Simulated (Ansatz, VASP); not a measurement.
## SiO2 in VASP and in Ansatz

Contents of POSCAR:

```
SiO2
1.0
    4.9584842855      0.0000000000      0.0000000000
   -2.4792421427      4.2941733555      0.0000000000
    0.0000000000      0.0000000000      5.6697036423
Si O
3 6
Direct
    0.0000000000      0.5000000000      0.3333333333
    0.5000000000      0.5000000000      0.6666666667
    0.5000000000      0.0000000000      0.0000000000
    0.5875518494      0.7937759247      0.8333333333
    0.7937759247      0.5875518494      0.5000000000
    0.7937759247      0.2062240753      0.1666666667
    0.4124481506      0.2062240753      0.8333333333
    0.2062240753      0.4124481506      0.5000000000
    0.2062240753      0.7937759247      0.1666666667
```

INCAR.step1

```
PREC = Accurate
ENCUT = 520
ISMEAR = 0
SIGMA = 0.02
LREAL = False
LASPH = True
NELM = 60
NBANDS = 34
GGA = PE
ALGO = Normal
EDIFF = 1E-4
LWAVE = True
LCHARG = False
```

Contents of INCAR.step2:

```
PREC = Accurate
ENCUT = 520
EDIFF = 1E-6
ISMEAR = 0
SIGMA = 0.02
LREAL = False
LASPH = True
NELM = 60
ALGO = Normal
ISIF = 2
LWAVE = False
LCHARG = False
METAGGA = R2SCAN
LMIXTAU = True
NBANDS = 34
ISTART = 1
```

Contents of KPOINTS:

```
Automatic mesh
0
Gamma
  6 6 4
```

Input for Ansatz:

```yaml
crystal:
  lattice:
    - [4.9584842855, 0.0, 0.0]
    - [-2.4792421427, 4.2941733555, 0.0]
    - [0.0, 0.0, 5.6697036423]
  atoms:
    - { symbol: Si, position: [0.0, 0.5, 0.3333333333] }
    - { symbol: Si, position: [0.5, 0.5, 0.6666666667] }
    - { symbol: Si, position: [0.5, 0.0, 0.0] }
    - { symbol: O, position: [0.5875518494, 0.7937759247, 0.8333333333] }
    - { symbol: O, position: [0.7937759247, 0.5875518494, 0.5] }
    - { symbol: O, position: [0.7937759247, 0.2062240753, 0.1666666667] }
    - { symbol: O, position: [0.4124481506, 0.2062240753, 0.8333333333] }
    - { symbol: O, position: [0.2062240753, 0.4124481506, 0.5] }
    - { symbol: O, position: [0.2062240753, 0.7937759247, 0.1666666667] }
basis:
  ecutwfc: 500
kpoints:
  mp_grid: { grid: [6, 6, 4] }
  band_path: { path: [VBM, CBM], npoints: 2 }
hamiltonian:
  xc: r2scan
scf:
  occupations: { method: gaussian, width: 0.02 }
output:
  forces: true
  stress: true
  eigenvalues: true
checkpoint:
  read: start.run
  write: ck
  compress: false
  write_wavefunctions: false
  write_every: 100000
```

Alike in both runs: task single point; functional r2SCAN; k mesh 6 × 6 × 4; occupations gaussian, width 0.02 eV; no spin polarisation.

|  | VASP | Ansatz |
| --- | --- | --- |
| version | VASP 6.6.1 | Ansatz 0.2.0 |
| potentials or method | VASP PAW PBE potentials, release 64 (Si, O), cutoff 520 eV | scalar-relativistic, plane waves, PAW |
| valence electrons in the cell | 48 | 48 |

VASP gave:

* gap on the k mesh at the Fermi level (eV): 6.28
* least direct gap on the mesh (eV): 6.38
* pressure (GPa): 2.2
* traceless stress, the component that is largest in VASP (GPa): -1.97
* rms of the force components (eV/Å): 0.005

Q: Estimate Ansatz's values.

A: gap on the k mesh at the Fermi level (eV): 6.28; least direct gap on the mesh (eV): 6.39; pressure (GPa): 2.0; traceless stress, the component that is largest in VASP (GPa): -2.03; rms of the force components (eV/Å): 0.000.

VASP's potentials were made for PBE, not for r2SCAN. Atom by atom the forces differ by 0.005 eV/Å (rms over components).
